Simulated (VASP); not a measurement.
Runs of VASP 6.6.1 on Mg2NCl. The structure is that of space group R-3m (No. 166), or close to it. The cells are those of the table. 

```csv
cell,gap on the mesh (eV),pressure (GPa),largest force (eV/Å)
"a = 6.474 Å, angles 31.2°, 4 atoms",1.50,-13.8,0.50
"a = 6.317 Å, angles 31.3°, 4 atoms",1.94,(c),0.28
"a = 6.332 Å, angles 32.0°, 4 atoms",1.72,(a),0.34
"a = 6.602 Å, angles 29.9°, 4 atoms",1.42,(b),0.64
"a = 6.588 Å, angles 29.2°, 4 atoms",1.52,-9.5,0.59
"a = 6.617 Å, angles 30.6°, 4 atoms",1.28,-14.5,0.66
"a = 6.048 Å, angles 33.5°, 4 atoms",2.16,-10.5,0.03
"a = 6.190 Å, angles 32.7°, 4 atoms",1.94,-11.8,0.19
```

Alike in all rows: task single point; level LDA; potentials or basis VASP PAW LDA potentials, release 64 (Mg, N, Cl); no spin polarisation; k mesh 9 × 9 × 9; cutoff (eV) 520; smearing gaussian 0.05 eV.

Problem. Estimate the missing entries.

Solution. (a) -12.9; (b) -12.4; (c) -10.2.

Caveats: the cell stands under tension (at least some runs); the stress differs along the axes, from -15 to -10 GPa (at least some runs); the stress differs along the axes, from -16 to -7 GPa (at least some runs); the stress differs along the axes, from -14 to -7 GPa (at least some runs); the stress differs along the axes, from -15 to -1 GPa (at least some runs); the stress differs along the axes, from -15 to -4 GPa (at least some runs).

A k mesh can miss the band edges.
